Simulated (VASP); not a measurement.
Wanted: the native input for a VASP 6.6.1 run.

- Task: single point
- Functional: PBE
- Potentials or basis: VASP PAW PBE potentials, release 64 (Mg_sv, O)
- Cutoff: 840 eV
- k mesh: 8 × 8 × 8
- Occupations: gaussian, width 0.01 eV
- Spin: no spin polarisation
- Dipole correction: no
- Further INCAR settings: ALGO = Normal; EDIFF = 1e-06; NBANDS = 15

The structure of MgO lies in POSCAR:

```
MgO
1.0
    0.0000000000      2.1896747628      2.1896747628
    2.1896747628      0.0000000000      2.1896747628
    2.1896747628      2.1896747628      0.0000000000
Mg O
1 1
Direct
    0.0000000000      0.0000000000      0.0000000000
    0.5000000000      0.5000000000      0.5000000000
```

The input as run:

INCAR

```
PREC = Accurate
ENCUT = 840
EDIFF = 1E-6
ISMEAR = 0
SIGMA = 0.01
LREAL = F
LASPH = T
NELM = 120
ALGO = Normal
ISIF = 2
LWAVE = F
LCHARG = F
GGA = PE
NBANDS = 15
GGA_COMPAT = F
```

KPOINTS

```
Automatic mesh
0
Gamma
  8 8 8
```

Potentials or basis: VASP PAW PBE potentials, release 64 (Mg_sv, O).

The run is started by

```console
$ cat potpaw_PBE.64/Mg_sv/POTCAR potpaw_PBE.64/O/POTCAR > POTCAR
$ mpirun -np 1 vasp_std > vasp.out
```

It gave:

The pressure is -11.0 GPa. The band gap on the k mesh is 3.69 eV.

Caveat: the cell stands under tension.

It took 12 s on 1 thread of AMD EPYC 7R13 Processor (Zen 3), on a shared host, peak memory 0.14 GiB.
